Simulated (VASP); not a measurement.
# ZnO (P6_3mc) in VASP: a series of runs

The runs below take ZnO through single point, relaxation of cell and atoms, with PBE.

Everything below comes from runs of VASP 6.6.1. Logs are shortened: lines on timing, memory, paths and dates and some standing lists are left out, and cuts for length are marked.

## (1) The cell of the first run

Symmetry: P6_3mc, No. 186, hexagonal system. Conventional cell: a = 3.272 Å, b = 3.272 Å, c = 10.627 Å, α = 90.00°, β = 90.00°, γ = 120.00°. Zn (site symmetry 3m) has 4 O at 2.00 Å within 2.6 Å. Zn (site symmetry 3m) has 4 O at 2.00 Å within 2.6 Å. Within 2.6 Å of O (site symmetry 3m) lie 4 Zn at 2.00 Å. O (site symmetry 3m) has 4 Zn at 2.00 Å within 2.6 Å.

## (2) Single point, PBE

Input file INCAR:

```
ALGO = Normal ; EDIFF = 1E-6
ENCUT = 520 ; GGA = PE
ISIF = 2 ; ISMEAR = 0
LASPH = True ; LCHARG = False
LREAL = False ; LWAVE = False
NBANDS = 46 ; NELM = 80
PREC = Accurate ; SIGMA = 0.02
```

Input file KPOINTS:

```
k-points
0
Gamma
  9 9 3
```

Input file POSCAR:

```
ZnO
1.0
    3.2720891690      0.0000000000      0.0000000000
   -1.6360445845      2.8337123438      0.0000000000
    0.0000000000      0.0000000000     10.6274749412
Zn O
4 4
Direct
    0.0000000000      0.0000000000     -0.0003628965
    0.3333333333      0.6666666667      0.2494283554
    0.6666666667      0.3333333333      0.4996371035
    0.3333333333      0.6666666667      0.7494283554
    0.0000000000      0.0000000000      0.1878483478
    0.3333333333      0.6666666667      0.4380861933
    0.6666666667      0.3333333333      0.6878483478
    0.3333333333      0.6666666667      0.9380861933
```

Potentials or basis: VASP PAW PBE potentials, release 64 (Zn, O).

Run with:

```console
$ cat potpaw_PBE.64/Zn/POTCAR potpaw_PBE.64/O/POTCAR > POTCAR
$ mpirun -np 1 vasp_std > vasp.out
```

OUTCAR:

```text
EDIFF = 1E-6
   ENCUT = 520
   GGA = PE
   ISIF = 2
   ISMEAR = 0
   LASPH = True
   LREAL = False
   NELM = 80
   PREC = Accurate

 ion  position               nearest neighbor table
   1  0.000  0.000  1.000-   8 2.00   8 2.00   8 2.00   5 2.00
   2  0.333  0.667  0.249-   5 2.00   5 2.00   5 2.00   6 2.00
   3  0.667  0.333  0.500-   6 2.00   6 2.00   6 2.00   7 2.00
   4  0.333  0.667  0.749-   7 2.00   7 2.00   7 2.00   8 2.00
   5  0.000  0.000  0.188-   2 2.00   2 2.00   2 2.00   1 2.00
   6  0.333  0.667  0.438-   3 2.00   3 2.00   3 2.00   2 2.00
   7  0.667  0.333  0.688-   4 2.00   4 2.00   4 2.00   3 2.00
   8  0.333  0.667  0.938-   1 2.00   1 2.00   1 2.00   4 2.00

  LATTYP: Found a hexagonal cell.
 ALAT       =     3.2720891690
 C/A-ratio  =     3.2479172762

  Lattice vectors:

 A1 = (   3.2720891690,   0.0000000000,   0.0000000000)
 A2 = (  -1.6360445845,   2.8337123438,   0.0000000000)
 A3 = (   0.0000000000,   0.0000000000,  10.6274749412)

Analysis of symmetry for initial positions (statically):
=====================================================================
 Subroutine PRICEL returns:
 Original cell was already a primitive cell.

 Routine SETGRP: Setting up the symmetry group for a
 hexagonal supercell.

 Subroutine GETGRP returns: Found 12 space group operations
 (whereof  6 operations were pure point group operations)
 out of a pool of 24 trial point group operations.

The static configuration has the point symmetry C_3v.
 The point group associated with its full space group is C_6v.

Analysis of symmetry for dynamics (positions and initial velocities):
=====================================================================
 Subroutine PRICEL returns:
 Original cell was already a primitive cell.

 Routine SETGRP: Setting up the symmetry group for a
 hexagonal supercell.

 Subroutine GETGRP returns: Found 12 space group operations
 (whereof  6 operations were pure point group operations)
 out of a pool of 24 trial point group operations.

The dynamic configuration has the point symmetry C_3v.
 The point group associated with its full space group is C_6v.

 Subroutine INISYM returns: Found 12 space group operations
 (whereof  6 operations are pure point group operations),
 and found     1 'primitive' translations

[... 105 lines left out ...]
   EDIFF  = 0.1E-05   stopping-criterion for ELM
   LREAL  =      F    real-space projection
   EDIFFG = 0.1E-04   stopping-criterion for IOM
   NSW    =      0    number of steps for IOM
   IBRION =     -1    ionic relax: 0-MD 1-quasi-New 2-CG
   NFREE  =      0    steps in history (QN), initial steepest desc. (CG)
   ISIF   =      2    stress and relaxation
   ISYM   =      2    0-nonsym 1-usesym 2-fastsym
   POTIM  = 0.5000    time-step for ionic-motion
   TEBEG  =    0.0;   TEEND  =   0.0 temperature during run
   PSTRESS=    0.0 pullay stress
   NELECT =      72.0000    total number of electrons
   NUPDOWN=      -1.0000    fix difference up-down
   EMIN   =  10.00;   EMAX   =-10.00  energy-range for DOS
   EFERMI =   0.00;   METHOD = LEGACY
   ISMEAR =     0;   SIGMA  =   0.02  broadening in eV -4-tet -1-fermi 0-gaus
   EFERMI_NEDOS =   21; number of points for ismear=-14 and -15
   IALGO  =     38    algorithm
   IMIX   =      4    mixing-type and parameters
     AMIX     =   0.40;   BMIX     =  1.00
     AMIX_MAG =   1.60;   BMIX_MAG =  1.00
  volume/ion in A,a.u.               =      12.32        83.12
  Fermi-wavevector in a.u.,A,eV,Ry     =   1.474513  2.786426 29.581640  2.174189
  Thomas-Fermi vector in A             =   2.589275
   LORBIT       =      0    0 simple, 1 ext, 2 COOP (PROOUT), +10 PAW based schemes
   GGA     = PE    functional components
   LHFCALC =     F    Hartree Fock is set to
   AEXX    =    0.0000 exact exchange contribution
   IVDW    =     0    specifies the selected vdW correction
   LEPSILON=     F    determine dielectric tensor
   LRPA    =     F    only Hartree local field effects (RPA)
 non-spin polarized calculation
 Gauss-broadening in eV      SIGMA  =   0.02
  energy-cutoff  :      520.00
  volume of cell :       98.54
 maximum number of plane-waves:      2691
   NGX = 13   NGY = 13   NGZ = 39

 number of electron      72.0000095 magnetization

 Free energy of the ion-electron system (eV)
  ---------------------------------------------------
  ext. energy  EPLUGINS =         0.00000000
  ---------------------------------------------------
  free energy    TOTEN  =       -35.69313618 eV

  energy without entropy =      -35.69313618  energy(sigma->0) =      -35.69313618

 E-fermi :   1.0753     XC(G=0): -10.7338

 val. band max:        0.8990293848   @ k =   0.0000   0.0000   0.0000
 cond. band min:       1.5722189018   @ k =   0.0000   0.0000   0.0000
 fundamental gap:      0.6731895169
 Fermi energy:         1.0752750167

 k-point     1 :       0.0000    0.0000    0.0000
  band No.  band energies     occupation
      1     -16.9187      2.00000
      2     -16.6122      2.00000
      3     -16.5873      2.00000
      4     -16.2616      2.00000
      5      -4.8456      2.00000
      6      -4.8090      2.00000
[... 1165 lines left out ...]
     45      10.0297      0.00000
     46      10.9007      0.00000

------------------------ aborting loop because EDIFF is reached ----------------------------------------

  FORCE on cell =-STRESS in cart. coord.  units (eV):
  Direction    XX          YY          ZZ          XY          YZ          ZX
  --------------------------------------------------------------------------------------
  -------------------------------------------------------------------------------------
  Total        0.5315393      0.5315393      0.5626242      0.0000000      0.0000000      0.0000000
  in kB        8.6424129      8.6424129      9.1478283      0.0000000      0.0000000      0.0000000
  external PRESSURE =       8.8108847 kB  Pullay stress =       0.0000000 kB

 VOLUME and BASIS-vectors are now :
 -----------------------------------------------------------------------------
  energy-cutoff  :      520.00
  volume of cell :       98.54
      direct lattice vectors                 reciprocal lattice vectors
     3.272089169  0.000000000  0.000000000     0.305615143  0.176446985  0.000000000
    -1.636044585  2.833712344  0.000000000     0.000000000  0.352893970  0.000000000
     0.000000000  0.000000000 10.627474941     0.000000000  0.000000000  0.094095729

 POSITION                                       TOTAL-FORCE (eV/Angst)
 -----------------------------------------------------------------------------------
      0.00000      0.00000     10.62362        -0.000000      0.000000     -0.002199
     -0.00000      1.88914      2.65079         0.000000     -0.000000      0.000746
      1.63604      0.94457      5.30988         0.000000     -0.000000     -0.002199
     -0.00000      1.88914      7.96453        -0.000000      0.000000      0.000746
      0.00000      0.00000      1.99635         0.000000      0.000000      0.001850
     -0.00000      1.88914      4.65575        -0.000000     -0.000000     -0.000396
      1.63604      0.94457      7.31009        -0.000000     -0.000000      0.001850
     -0.00000      1.88914      9.96949         0.000000      0.000000     -0.000396
 -----------------------------------------------------------------------------------
    total drift:                               -0.000001     -0.000002      0.000270

  FREE ENERGIE OF THE ION-ELECTRON SYSTEM (eV)
  ---------------------------------------------------
  free  energy   TOTEN  =       -35.6931361841 eV

  energy  without entropy=      -35.6931361841  energy(sigma->0) =      -35.69313618
```

OSZICAR:

```text
N       E                     dE             d eps       ncg     rms          rms(c)
DAV:   1     0.766860928221E+03    0.76686E+03   -0.34918E+04  2214   0.226E+03
DAV:   2     0.793094205929E+02   -0.68755E+03   -0.65067E+03  2272   0.536E+02
DAV:   3    -0.363145231741E+02   -0.11562E+03   -0.11301E+03  2378   0.199E+02
DAV:   4    -0.421496150648E+02   -0.58351E+01   -0.57954E+01  2606   0.475E+01
DAV:   5    -0.422018197716E+02   -0.52205E-01   -0.52184E-01  2396   0.476E+00    0.199E+01
DAV:   6    -0.353429161191E+02    0.68589E+01   -0.19470E+01  3546   0.708E+01    0.120E+01
DAV:   7    -0.357787753742E+02   -0.43586E+00   -0.61880E+00  2312   0.195E+01    0.728E+00
DAV:   8    -0.358336938031E+02   -0.54918E-01   -0.16552E+00  3096   0.941E+00    0.274E+00
DAV:   9    -0.356848885959E+02    0.14881E+00   -0.36502E-01  3390   0.834E+00    0.554E-01
DAV:  10    -0.356931475568E+02   -0.82590E-02   -0.13560E-01  2262   0.200E+00    0.206E-01
DAV:  11    -0.356930573296E+02    0.90227E-04   -0.32758E-03  2748   0.670E-01    0.566E-02
DAV:  12    -0.356931160184E+02   -0.58689E-04   -0.50909E-04  2734   0.485E-01    0.233E-02
DAV:  13    -0.356931336657E+02   -0.17647E-04   -0.14514E-04  2548   0.112E-01    0.222E-02
DAV:  14    -0.356931484128E+02   -0.14747E-04   -0.30820E-05  2644   0.678E-02    0.296E-02
DAV:  15    -0.356931369930E+02    0.11420E-04   -0.20911E-05  2824   0.384E-02    0.103E-02
DAV:  16    -0.356931361841E+02    0.80894E-06   -0.75213E-06  2368   0.263E-02
   1 F= -.35693136E+02 E0= -.35693136E+02  d E =-.174457E-37
```

stdout:

```text
POSCAR found type information on POSCAR ZnO
 POSCAR found :  2 types and       8 ions
 scaLAPACK will be used
 LDA part: xc-table for (Slater+PW92), standard interpolation
 POSCAR, INCAR and KPOINTS ok, starting setup
 FFT: planning ... GRIDC
 FFT: planning ... GRID_SOFT
 FFT: planning ... GRID
 WAVECAR not read
 entering main loop
```

Wall time 43 s (1 thread of Intel Xeon 6975P-C (Granite Rapids), shared host); peak memory 0.24 GiB.

Results:

```yaml
Free_energy: -35.6931 eV
Pressure: 0.9 GPa
Band_gap_on_the_k_mesh: 0.67 eV
```

Forces in eV/Å, atoms in the order of the input:
```
Zn   0.000  0.000 -0.002
Zn   0.000  0.000  0.001
Zn   0.000  0.000 -0.002
Zn   0.000  0.000  0.001
O    0.000  0.000  0.002
O    0.000  0.000  0.000
O    0.000  0.000  0.002
O    0.000  0.000  0.000
```

## (3) Relaxation of cell and atoms, PBE

Input file INCAR:

```
PREC     = Accurate       # precision mode
ENCUT    = 600            # plane-wave cutoff, eV
EDIFF    = 1E-6           # SCF threshold, eV
ISMEAR   = 0              # smearing method
SIGMA    = 0.02           # smearing width, eV
LREAL    = F              # projectors in reciprocal space
LASPH    = T              # aspherical terms in the spheres
NELM     = 100            # most SCF steps
ALGO     = Normal         # electronic algorithm
ISIF     = 3              # what is computed and relaxed
LWAVE    = F              # write WAVECAR
LCHARG   = F              # write CHGCAR
GGA      = PE             # functional
IBRION   = 2              # ionic algorithm
NSW      = 65             # ionic steps
EDIFFG   = -0.01          # ionic threshold
```

Input file KPOINTS:

```
Automatic mesh
0
Gamma
  9 9 3
```

Input file POSCAR:

```
ZnO
1.0
    3.2794040732      0.0000000000      0.0000000000
   -1.6397020366      2.8400472367      0.0000000000
    0.0000000000      0.0000000000     10.5878708414
Zn O
4 4
Direct
    0.0000000000      0.0000000000      0.0000000000
    0.3333333333      0.6666666667      0.2500000000
    0.6666666667      0.3333333333      0.5000000000
    0.3333333333      0.6666666667      0.7500000000
    0.0000000000      0.0000000000      0.1875000000
    0.3333333333      0.6666666667      0.4375000000
    0.6666666667      0.3333333333      0.6875000000
    0.3333333333      0.6666666667      0.9375000000
```

Potentials or basis: VASP PAW PBE potentials, release 64 (Zn, O).

Run with:

```console
$ cat potpaw_PBE.64/Zn/POTCAR potpaw_PBE.64/O/POTCAR > POTCAR
$ mpirun -np 1 vasp_std > vasp.out
```

Run time: 2.9 min. Hardware: 1 thread of Intel Xeon 6975P-C (Granite Rapids), shared host; peak memory 0.31 GiB.

The run converged. Its results:

```
Free energy                           : -35.7019 eV
Relaxed volume                        : 12.38 Å³/atom
Relaxed cell                          : a = 3.277 Å, b = 3.277 Å, c = 10.649 Å, α = 90.00°, β = 90.00°, γ = 120.00°
Space group after relaxing (to 0.1 Å) : P6_3mc (No. 186)
Energy gained by relaxing             : 0.7 meV/atom
Ionic steps                           : 5
Pressure after relaxing               : 0.0 GPa
Band gap on the k mesh                : 0.67 eV
```

Step by step:
| step | energy change (eV) | largest force (eV/Å) | pressure (GPa) | volume (Å³) |
| --- | --- | --- | --- | --- |
| 1 | 0.0000 | 0.1355 | 0.63 | 98.61 |
| 2 | -0.0055 | 0.0210 | -0.25 | 99.30 |
| 3 | -0.0058 | 0.0108 | -0.17 | 99.17 |
| 4 | -0.0058 | 0.0124 | -0.10 | 99.16 |
| 5 | -0.0058 | 0.0019 | 0.01 | 99.05 |

Final structure:
```
Zn O
1.0
     3.27720    0.00000    0.00000
    -1.63860    2.83813    0.00000
     0.00000    0.00000   10.64921
Zn O
4 4
Direct
  0.00000 0.00000 0.99966
  0.33333 0.66667 0.24947
  0.66667 0.33333 0.49966
  0.33333 0.66667 0.74947
  0.00000 0.00000 0.18783
  0.33333 0.66667 0.43804
  0.66667 0.33333 0.68783
  0.33333 0.66667 0.93804
```

Levels at points of the mesh, in eV from the valence-band top:
| k point | band 32 | band 33 | band 34 | band 35 | band 36 | band 37 | band 38 | band 39 | band 40 | band 41 |
| --- | --- | --- | --- | --- | --- | --- | --- | --- | --- | --- |
| (0.00, 0.00, 0.00) | -0.36 | -0.36 | -0.04 | 0.00 | 0.00 | 0.67 | 3.20 | 3.35 | 5.20 | 7.92 |
